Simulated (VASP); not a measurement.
# MnSb (P6_3/mmc) in VASP: further runs, part 2 of 2

VASP 6.6.1. Earlier steps stand in the parts before.

### 4 Single point, PBE, collinear spin

Contents of INCAR:

```
SYSTEM = MnSb
ALGO     = Normal         ! electronic algorithm
EDIFF    = 1E-6           ! SCF threshold, eV
ENCUT    = 520            ! plane-wave cutoff, eV
GGA      = PE             ! functional
ISIF     = 2              ! what is computed and relaxed
ISMEAR   = -1             ! smearing method
ISPIN    = 2              ! spin polarisation
LASPH    = .TRUE.         ! aspherical terms in the spheres
LCHARG   = .FALSE.        ! write CHGCAR
LMAXMIX  = 4              ! l up to which the mixer works
LORBIT   = 11             ! projections on sites
LREAL    = .FALSE.        ! projectors in reciprocal space
LWAVE    = .FALSE.        ! write WAVECAR
MAGMOM   = 0 0 0 4.5      ! initial moments
NBANDS   = 30             ! bands
NELM     = 150            ! most SCF steps
PREC     = Accurate       ! precision mode
SIGMA    = 0.05           ! smearing width, eV
```

Contents of KPOINTS:

```
k-points
0
G
  8 8 5
  0 0 0
```

Contents of POSCAR:

```
MnSb
1.0
    4.1400020900      0.0000000000      0.0000000000
   -2.0700010500      3.5853469800      0.0000000000
    0.0000000000      0.0000000000      5.7900000000
Sb Mn
2 2
Direct
    0.3333333300      0.6666666700      0.2500000000
    0.6666666700      0.3333333300      0.7500000000
    0.0000000000      0.0000000000      0.0000000000
    0.0000000000      0.0000000000      0.5000000000
```

Potentials or basis: VASP PAW PBE potentials, release 64 (Sb, Mn_pv).

Started as:

```
> cat potpaw_PBE.64/Sb/POTCAR potpaw_PBE.64/Mn_pv/POTCAR > POTCAR
> mpirun -np 1 vasp_std > vasp.out
```

OUTCAR:

```text
SYSTEM = MnSb
   EDIFF = 1E-6
   ENCUT = 520
   GGA = PE
   ISIF = 2
   ISMEAR = -1
   ISPIN = 2
   LASPH = .TRUE.
   LORBIT = 11
   LREAL = .FALSE.
   NELM = 150
   PREC = Accurate

 ion  position               nearest neighbor table
   1  0.333  0.667  0.250-   3 2.79   4 2.79   3 2.79   4 2.79   3 2.79   4 2.79   2 3.75   2 3.75
                             2 3.75   2 3.75   2 3.75   2 3.75
   2  0.667  0.333  0.750-   3 2.79   4 2.79   3 2.79   4 2.79   3 2.79   4 2.79   1 3.75   1 3.75
                             1 3.75   1 3.75   1 3.75   1 3.75
   3  0.000  0.000  0.000-   1 2.79   2 2.79   2 2.79   1 2.79   2 2.79   1 2.79   4 2.90   4 2.90

   4  0.000  0.000  0.500-   1 2.79   2 2.79   2 2.79   1 2.79   2 2.79   1 2.79   3 2.90   3 2.90

  LATTYP: Found a hexagonal cell.
 ALAT       =     4.1400020900
 C/A-ratio  =     1.3985500186

  Lattice vectors:

 A1 = (   4.1400020900,   0.0000000000,   0.0000000000)
 A2 = (  -2.0700010500,   3.5853469800,   0.0000000000)
 A3 = (   0.0000000000,   0.0000000000,   5.7900000000)

Analysis of symmetry for initial positions (statically):
[... 1799 lines left out ...]
  -------------------------------------------------------------------------------------
  Total       -1.8275426     -1.8275426     -2.0246334      0.0000000      0.0000000     -0.0000000
  in kB      -34.0696584    -34.0696583    -37.7438904      0.0000000      0.0000000     -0.0000000
  external PRESSURE =     -35.2944024 kB  Pullay stress =       0.0000000 kB

 VOLUME and BASIS-vectors are now :
 -----------------------------------------------------------------------------
  energy-cutoff  :      520.00
  volume of cell :       85.94
      direct lattice vectors                 reciprocal lattice vectors
     4.140002090  0.000000000  0.000000000     0.241545772  0.139456517  0.000000000
    -2.070001050  3.585346980  0.000000000     0.000000000  0.278913033  0.000000000
     0.000000000  0.000000000  5.790000000     0.000000000  0.000000000  0.172711572

 POSITION                                       TOTAL-FORCE (eV/Angst)
 -----------------------------------------------------------------------------------
     -0.00000      2.39023      1.44750        -0.000000      0.000000     -0.000131
      2.07000      1.19512      4.34250         0.000000     -0.000000      0.000131
      0.00000      0.00000      0.00000        -0.000000      0.000000      0.000000
      0.00000      0.00000      2.89500        -0.000000      0.000000      0.000000
 -----------------------------------------------------------------------------------
    total drift:                                0.000000     -0.000000      0.000000

  FREE ENERGIE OF THE ION-ELECTRON SYSTEM (eV)
  ---------------------------------------------------
  free  energy   TOTEN  =       -26.1071218268 eV

  energy  without entropy=      -26.0764017234  energy(sigma->0) =      -26.09176178

 total charge

# of ion       s       p       d       tot
------------------------------------------
    1        1.136   1.260   0.044   2.441
    2        1.136   1.260   0.044   2.441
    3        0.271   6.209   5.041  11.521
    4        0.272   6.209   5.041  11.521
--------------------------------------------------
tot          2.815  14.939  10.170  27.924

 magnetization (x)

# of ion       s       p       d       tot
------------------------------------------
    1        0.000  -0.000  -0.000  -0.000
    2        0.000  -0.000  -0.000  -0.000
    3       -0.039  -0.039  -3.246  -3.325
    4        0.039   0.039   3.246   3.325
--------------------------------------------------
tot          0.000  -0.000   0.000   0.000
```

OSZICAR:

```text
N       E                     dE             d eps       ncg     rms          rms(c)
DAV:   1     0.314633065314E+03    0.31463E+03   -0.18442E+04  5296   0.118E+03
DAV:   2    -0.109903656874E+02   -0.32562E+03   -0.31248E+03  5046   0.341E+02
DAV:   3    -0.271349379651E+02   -0.16145E+02   -0.15711E+02  5646   0.859E+01
DAV:   4    -0.274406464374E+02   -0.30571E+00   -0.30506E+00  5268   0.117E+01
[... 23 lines left out ...]
DAV:  28    -0.261071141565E+02   -0.42444E-04   -0.22952E-04  5658   0.851E-02    0.183E-02
DAV:  29    -0.261071213624E+02   -0.72058E-05   -0.24898E-05  5166   0.326E-02    0.101E-02
DAV:  30    -0.261071198768E+02    0.14855E-05   -0.39165E-06  3820   0.115E-02    0.169E-02
DAV:  31    -0.261071213904E+02   -0.15136E-05   -0.13725E-05  4692   0.221E-02    0.744E-03
DAV:  32    -0.261071218268E+02   -0.43635E-06   -0.23180E-06  2838   0.904E-03
   1 F= -.26107122E+02 E0= -.26091762E+02  d E =-.307201E-01  mag=     0.0011
```

stdout:

```text
POSCAR found type information on POSCAR SbMn
 POSCAR found :  2 types and       4 ions
 scaLAPACK will be used
 LDA part: xc-table for (Slater+PW92), standard interpolation
 POSCAR, INCAR and KPOINTS ok, starting setup
 FFT: planning ... GRIDC
 FFT: planning ... GRID_SOFT
 FFT: planning ... GRID
 WAVECAR not read
 entering main loop
```

Run time: 5.7 min. Hardware: 1 thread of Intel Xeon Platinum 8375C at 2.90GHz (Ice Lake), shared host; peak memory 0.34 GiB.

What came out:

```yaml
Free_energy: -26.1071 eV
Pressure: -3.5 GPa
Band_gap_on_the_k_mesh: zero (filled and empty bands overlap)
Net_moment: 0.00 μB per cell
Site_moments: Sb -0.00; Mn -3.33, +3.33 μB
Valence_electrons_inside_the_program's_atomic_spheres: Sb 2.44; Mn 11.52
```

Levels at points of the mesh, in eV from the Fermi level:
Spin up:
```tsv
k point	band 15	band 16	band 17	band 18	band 19	band 20	band 21	band 22
(0.00, 0.00, 0.00)	-0.77	-0.77	0.60	0.60	0.78	0.78	1.45	2.55
(0.50, 0.00, 0.00)	-2.28	-2.11	-2.10	-0.73	-0.21	0.87	1.01	1.04
```
Spin down:
```tsv
k point	band 16	band 17	band 18	band 19	band 20	band 21
(0.00, 0.00, 0.00)	-0.77	0.59	0.59	0.78	0.78	1.45
(0.50, 0.00, 0.00)	-2.11	-2.10	-0.73	-0.21	0.87	1.01
```

Caveat: the cell stands under tension; spin-orbit coupling is left out, which moves the levels of the heavy elements.
